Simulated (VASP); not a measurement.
# Al9O in VASP: notebook

Runs on Al9O. Level: PBE. Tasks: relaxation of the atoms, single point.

Everything below comes from runs of VASP 6.6.1. Logs are shortened: lines on timing, memory, paths and dates and some standing lists are left out, and cuts for length are marked.

## (1) The cell of the first run

The cell holds a slab with vacuum, 10 atoms: a = 2.854 Å, b = 9.806 Å, c = 20.290 Å, α = 90.00°, β = 90.00°, γ = 98.37°.

## (2) Relaxation of the atoms, PBE

Contents of INCAR:

```
SYSTEM = Al9O
PREC = Accurate ; ENCUT = 520
EDIFF = 1E-7 ; ISMEAR = 0
SIGMA = 0.1 ; LREAL = .False.
LASPH = .True. ; NELM = 120
ALGO = Normal ; ISIF = 2
LWAVE = .False. ; LCHARG = .False.
LDIPOL = .True. ; IDIPOL = 3
DIPOL = 0.5 0.5 0.333 ; GGA = PE
IBRION = 2 ; NSW = 36
EDIFFG = -0.025 ; GGA_COMPAT = .False.
NELMIN = 4 ; NELMDL = -8
```

Contents of KPOINTS:

```
Automatic mesh
0
Gamma
  9 3 1
  0 0 0
```

Contents of POSCAR:

```
Al9O
1.0
    2.8535431553      0.0000000000      0.0000000000
   -1.4267715776      9.7014842380      0.0000000000
    0.0000000000      0.0000000000     20.2903703519
Al O
9 1
Selective dynamics
Direct
    0.5324432082      0.0648864163      0.1971378506  F F F
    0.6709612116      0.3419224231      0.2462112388  F F F
    0.2986648122      0.5973296244      0.2560259164  F F F
    0.9263684129      0.8527368258      0.2658405940  F F F
    0.0639544186      0.1277109169      0.3154271774  F F F
    0.1995835202      0.4042231294      0.3707799915  F F F
    0.8288001075      0.6596656514      0.3785021758  F F F
    0.4526153831      0.9110819252      0.3874246337  F F F
    0.5924854486      0.1814072004      0.4332286794  F F F
    1.0924854486      0.1814072004      0.4826793385  F F T
```

Potentials or basis: VASP PAW PBE potentials, release 64 (Al, O).

Command:

```
cat potpaw_PBE.64/Al/POTCAR potpaw_PBE.64/O/POTCAR > POTCAR
mpirun -np 1 vasp_std > vasp.out
```

OUTCAR:

```text
SYSTEM = Al9O
   PREC = Accurate
   ENCUT = 520
   EDIFF = 1E-7
   ISMEAR = 0
   LREAL = .False.
   LASPH = .True.
   NELM = 120
   ISIF = 2
   GGA = PE
   IBRION = 2
   NSW = 36
   EDIFFG = -0.025
   NELMIN = 4
   NELMDL = -8

 ion  position               nearest neighbor table
   1  0.532  0.065  0.197-   5 2.86   5 2.86   4 2.87   4 2.87   2 2.87
   2  0.671  0.342  0.246-   3 2.87   3 2.87   1 2.87   5 2.89   5 2.89   6 2.96   6 2.97
   3  0.299  0.597  0.256-   2 2.87   2 2.87   4 2.87   4 2.87   7 2.93   7 2.93   6 2.99
   4  0.926  0.853  0.266-   5 2.85   1 2.87   1 2.87   3 2.87   3 2.87   8 2.90   8 2.91   7 2.96

   5  0.064  0.128  0.315-   9 2.83   9 2.83   4 2.85   1 2.86   1 2.86   2 2.89   2 2.89   6 2.91
                             8 2.93   8 2.93
   6  0.200  0.404  0.371-   7 2.86   7 2.87   9 2.88   9 2.89   5 2.91   2 2.96   2 2.97   3 2.99

   7  0.829  0.660  0.379-   8 2.83   8 2.83   6 2.86   6 2.87   3 2.93   3 2.93   4 2.96
   8  0.453  0.911  0.387-   9 2.78   7 2.83   7 2.83   4 2.90   4 2.91   5 2.93   5 2.93
   9  0.592  0.181  0.433-  10 1.74  10 1.74   8 2.78   5 2.83   5 2.83   6 2.88   6 2.89
  10  0.092  0.181  0.483-   9 1.74   9 1.74

  LATTYP: Found a base centered orthorhombic cell.
 ALAT       =     2.8535431553
 B/A-ratio  =     6.7996057603
 C/A-ratio  =     7.1105882223

  Lattice vectors:

 A1 = (   1.4267715776,  -9.7014842380,   0.0000000000)
 A2 = (   1.4267715777,   9.7014842380,   0.0000000000)
 A3 = (   0.0000000000,   0.0000000000,  20.2903703519)

Analysis of symmetry for initial positions (statically):
=====================================================================
 Subroutine PRICEL returns:
 Original cell was already a primitive cell.

 Routine SETGRP: Setting up the symmetry group for a
 base centered orthorhombic supercell.

 Subroutine GETGRP returns: Found  1 space group operations
 (whereof  1 operations were pure point group operations)
 out of a pool of  8 trial point group operations.

The static configuration has the point symmetry C_1 .

Analysis of symmetry for dynamics (positions and initial velocities):
=====================================================================
 Subroutine PRICEL returns:
 Original cell was already a primitive cell.

 Routine SETGRP: Setting up the symmetry group for a
 base centered orthorhombic supercell.

 Subroutine GETGRP returns: Found  1 space group operations
 (whereof  1 operations were pure point group operations)
 out of a pool of  8 trial point group operations.

The dynamic configuration has the point symmetry C_1 .

Analysis of constrained symmetry for selective dynamics:
=====================================================================
 Subroutine PRICEL returns:
 Original cell was already a primitive cell.

 Routine SETGRP: Setting up the symmetry group for a
 base centered orthorhombic supercell.

 Subroutine GETGRP returns: Found  1 space group operations
 (whereof  1 operations were pure point group operations)
 out of a pool of  8 trial point group operations.

The constrained configuration has the point symmetry C_1 .

 Subroutine INISYM returns: Found  1 space group operations
 (whereof  1 operations are pure point group operations),
 and found     1 'primitive' translations

----------------------------------------------------------------------------------------

                                     Primitive cell

  volume of cell :     561.7106

  direct lattice vectors                    reciprocal lattice vectors
     2.853543155  0.000000000  0.000000000     0.350441520  0.051538506  0.000000000
    -1.426771578  9.701484238  0.000000000     0.000000000  0.103077011  0.000000000
     0.000000000  0.000000000 20.290370352     0.000000000  0.000000000  0.049284463

  length of vectors
     2.853543155  9.805838748 20.290370352     0.354211062  0.103077011  0.049284463

  position of ions in fractional coordinates (direct lattice)
     0.532443208  0.064886416  0.197137851
     0.670961212  0.341922423  0.246211239
     0.298664812  0.597329624  0.256025916
     0.926368413  0.852736826  0.265840594
     0.063954419  0.127710917  0.315427177
     0.199583520  0.404223129  0.370779992
     0.828800108  0.659665651  0.378502176
     0.452615383  0.911081925  0.387424634
     0.592485449  0.181407200  0.433228679
     0.092485449  0.181407200  0.482679338

[... 27 lines left out ...]

  Length of vectors
     0.039356785  0.034359004  0.049284463

  Shift w.r.t. Gamma in fractional coordinates (k-lattice)
     0.000000000  0.000000000  0.000000000

 -----------------------------------------------------------------------------
|                                                                             |
|           W    W    AA    RRRRR   N    N  II  N    N   GGGG   !!!           |
|           W    W   A  A   R    R  NN   N  II  NN   N  G    G  !!!           |
|           W    W  A    A  R    R  N N  N  II  N N  N  G       !!!           |
|           W WW W  AAAAAA  RRRRR   N  N N  II  N  N N  G  GGG   !            |
|           WW  WW  A    A  R   R   N   NN  II  N   NN  G    G                |
|           W    W  A    A  R    R  N    N  II  N    N   GGGG   !!!           |
|                                                                             |
|     Your reciprocal lattice and k-lattice belong to different lattice       |
|     classes:                                                                |
|                                                                             |
|        The reciprocal lattice is base centered orthorhombic,                |
|        whereas your k-lattice is simple monoclinic.                         |
|                                                                             |
|     Results are often still useful ...                                      |
|                                                                             |
 -----------------------------------------------------------------------------

 WARNING: IBZKPT: internal override: KBLOWUP is changed to .FALSE.
      ... skipping the blow-up phase ...

 Subroutine IBZKPT returns following result:
 ===========================================

 Found     14 irreducible k-points:

 Following reciprocal coordinates:
            Coordinates               Weight
  0.000000  0.000000  0.000000      1.000000
  0.111111 -0.000000  0.000000      2.000000
  0.222222 -0.000000  0.000000      2.000000
  0.333333 -0.000000  0.000000      2.000000
  0.444444 -0.000000  0.000000      2.000000
  0.000000  0.333333  0.000000      2.000000
  0.111111  0.333333  0.000000      2.000000
  0.222222  0.333333  0.000000      2.000000
  0.333333  0.333333  0.000000      2.000000
  0.444444  0.333333  0.000000      2.000000
 -0.444444  0.333333  0.000000      2.000000
 -0.333333  0.333333  0.000000      2.000000
 -0.222222  0.333333  0.000000      2.000000
 -0.111111  0.333333  0.000000      2.000000
   k-points           NKPTS =     14   k-points in BZ     NKDIM =     14   number of bands    NBANDS=     22
   number of dos      NEDOS =    301   number of ions     NIONS =     10
   total plane-waves  NPLWV = 307200
   dimension x,y,z NGX =    24 NGY =   80 NGZ =  160
   dimension x,y,z NGXF=    48 NGYF=  160 NGZF=  320
   ions per type =               9   1
   NGX,Y,Z   is equivalent  to a cutoff of  13.98, 13.56, 13.11 a.u.
   NGXF,Y,Z  is equivalent  to a cutoff of  27.96, 27.13, 26.22 a.u.
 SYSTEM =  Al9O
   PREC   = accura    normal or accurate (medium, high low for compatibility)
   ISTART =      0    job   : 0-new  1-cont  2-samecut
   ICHARG =      2    charge: 1-file 2-atom 10-const
   ISPIN  =      1    spin polarized calculation?
   LNONCOLLINEAR =      F non collinear calculations
   LSORBIT =      F    spin-orbit coupling
   LASPH  =      T    aspherical Exc in radial PAW
   ENCUT  =  520.0 eV  38.22 Ry    6.18 a.u.   5.31 18.23 37.73*2*pi/ulx,y,z
   NELM   =    120;   NELMIN=  4; NELMDL= -8     # of ELM steps
   EDIFF  = 0.1E-06   stopping-criterion for ELM
   LREAL  =      F    real-space projection
   EDIFFG = -.3E-01   stopping-criterion for IOM
   NSW    =     36    number of steps for IOM
   IBRION =      2    ionic relax: 0-MD 1-quasi-New 2-CG
   NFREE  =      1    steps in history (QN), initial steepest desc. (CG)
   ISIF   =      2    stress and relaxation
   ISYM   =      2    0-nonsym 1-usesym 2-fastsym
   POTIM  = 0.5000    time-step for ionic-motion
   TEBEG  =    0.0;   TEEND  =   0.0 temperature during run
   PSTRESS=    0.0 pullay stress
   NELECT =      33.0000    total number of electrons
   NUPDOWN=      -1.0000    fix difference up-down
   EMIN   =  10.00;   EMAX   =-10.00  energy-range for DOS
   EFERMI =   0.00;   METHOD = LEGACY
   ISMEAR =     0;   SIGMA  =   0.10  broadening in eV -4-tet -1-fermi 0-gaus
   EFERMI_NEDOS =   21; number of points for ismear=-14 and -15
   IALGO  =     38    algorithm
   IMIX   =      4    mixing-type and parameters
     AMIX     =   0.40;   BMIX     =  1.00
     AMIX_MAG =   1.60;   BMIX_MAG =  1.00
  volume/ion in A,a.u.               =      56.17       379.06
  Fermi-wavevector in a.u.,A,eV,Ry     =   0.636417  1.202654  5.510726  0.405027
  Thomas-Fermi vector in A             =   1.701081
   LORBIT       =      0    0 simple, 1 ext, 2 COOP (PROOUT), +10 PAW based schemes
   GGA     = PE    functional components
   LHFCALC =     F    Hartree Fock is set to
   AEXX    =    0.0000 exact exchange contribution
   IVDW    =     0    specifies the selected vdW correction
   LEPSILON=     F    determine dielectric tensor
   LRPA    =     F    only Hartree local field effects (RPA)
 conjugate gradient relaxation of ions
 non-spin polarized calculation
 Gauss-broadening in eV      SIGMA  =   0.10
  energy-cutoff  :      520.00
  volume of cell :      561.71
 maximum number of plane-waves:     15170
 NGX is ok and might be reduce to    24
   NGX = 11   NGY = 37   NGZ = 75

--------------------------------------- Ionic step        1  -------------------------------------------

 number of electron      32.9999994 magnetization

 Free energy of the ion-electron system (eV)
  ---------------------------------------------------
  ext. energy  EPLUGINS =         0.00000000
  ---------------------------------------------------
  free energy    TOTEN  =       -39.29637184 eV

  energy without entropy =      -39.27086669  energy(sigma->0) =      -39.28361926

------------------------ aborting loop because EDIFF is reached ----------------------------------------

  FORCE on cell =-STRESS in cart. coord.  units (eV):
  Direction    XX          YY          ZZ          XY          YZ          ZX
  --------------------------------------------------------------------------------------
  -------------------------------------------------------------------------------------
  Total       -4.8169869     -4.1854184      0.3569117      1.1268891     -0.0153775      0.0847056
  in kB      -13.7395795    -11.9381453      1.0180258      3.2142465     -0.0438614      0.2416072
  external PRESSURE =      -8.2198997 kB  Pullay stress =       0.0000000 kB
[... 75 lines left out ...]
--------------------------------------- Ionic step        3  -------------------------------------------

 number of electron      32.9999995 magnetization

 dipolmoment           0.000000      0.000000      0.204952 electrons x Angstroem

 Free energy of the ion-electron system (eV)
  ---------------------------------------------------
  ext. energy  EPLUGINS =         0.00000000
  ---------------------------------------------------
  free energy    TOTEN  =       -39.32010874 eV

  energy without entropy =      -39.29364455  energy(sigma->0) =      -39.30687664

 E-fermi :  -1.2390     XC(G=0):  -3.7600

 val. band max:       -1.2774262663   @ k =   0.4444   0.3333   0.0000
 cond. band min:      -1.2218080443   @ k =   0.0000   0.3333   0.0000
 fundamental gap:      0.0556182220
 Fermi energy:        -1.2390321784

 k-point     1 :       0.0000    0.0000    0.0000
  band No.  band energies     occupation
      1     -19.8654      2.00000
      2     -11.2383      2.00000
      3      -9.7264      2.00000
      4      -9.6153      2.00000
      5      -8.7564      2.00000
      6      -7.2298      2.00000
[... 339 lines left out ...]
     21       1.1510      0.00000
     22       1.7137      0.00000

------------------------ aborting loop because EDIFF is reached ----------------------------------------

 vacuum level on the upper side and lower side of the slab       (xc-potential included)         0.570        -0.737

  FORCE on cell =-STRESS in cart. coord.  units (eV):
  Direction    XX          YY          ZZ          XY          YZ          ZX
  --------------------------------------------------------------------------------------
  -------------------------------------------------------------------------------------
  Total       -3.5802716     -4.0494316      1.3240749      1.1204703     -0.0016711      0.0878938
  in kB      -10.2120739    -11.5502676      3.7766829      3.1959378     -0.0047666      0.2507011
  external PRESSURE =      -5.9952195 kB  Pullay stress =       0.0000000 kB
[... 25 lines left out ...]
  FREE ENERGIE OF THE ION-ELECTRON SYSTEM (eV)
  ---------------------------------------------------
  free  energy   TOTEN  =       -39.3201087367 eV

  energy  without entropy=      -39.2936445487  energy(sigma->0) =      -39.30687664

 reached required accuracy - stopping structural energy minimisation

 vacuum level on the upper side and lower side of the slab         4.191         2.846
```

Wall time 11 min (1 thread of Intel Xeon 6975P-C (Granite Rapids), shared host); peak memory 0.76 GiB.

What came out:

```yaml
Free_energy: -39.3201 eV
Energy_gained_by_relaxing: 2.4 meV/atom
Ionic_steps: 3
Band_gap_on_the_k_mesh: zero (an odd number of electrons rules out a gap without spin polarisation)
```

Step by step:
```
step  energy change (eV)  largest force on free atoms (eV/Å)  pressure (GPa)
   1              0.0000                              0.8647           -0.82
   2             -0.0224                              0.2047           -0.65
   3             -0.0237                              0.0021           -0.60
```

Final structure:
```xyz
10
Lattice="2.8535 0.0000 0.0000 -1.4268 9.7015 0.0000 0.0000 0.0000 20.2904" Properties=species:S:1:pos:R:3 pbc="T T T"
Al    1.4268    0.6295    4.0000
Al    1.4268    3.3172    4.9957
Al    0.0000    5.7950    5.1949
Al    1.4268    8.2728    5.3940
Al    0.0003    1.2390    6.4001
Al   -0.0072    3.9216    7.5233
Al    1.4238    6.3997    7.6799
Al   -0.0083    8.8388    7.8610
Al    1.4319    1.7599    8.7904
O     0.0051    1.7599    9.7396
```

Levels at points of the mesh, in eV from the Fermi level:
```
           k point  band 14  band 15  band 16  band 17  band 18  band 19
(0.00, 0.00, 0.00)    -1.87    -1.75    -0.98    -0.77     0.34     2.02
```

(Part 1 of 2 ends here.)

The gap in the log of VASP goes by the Fermi energy; the results here count the filled bands.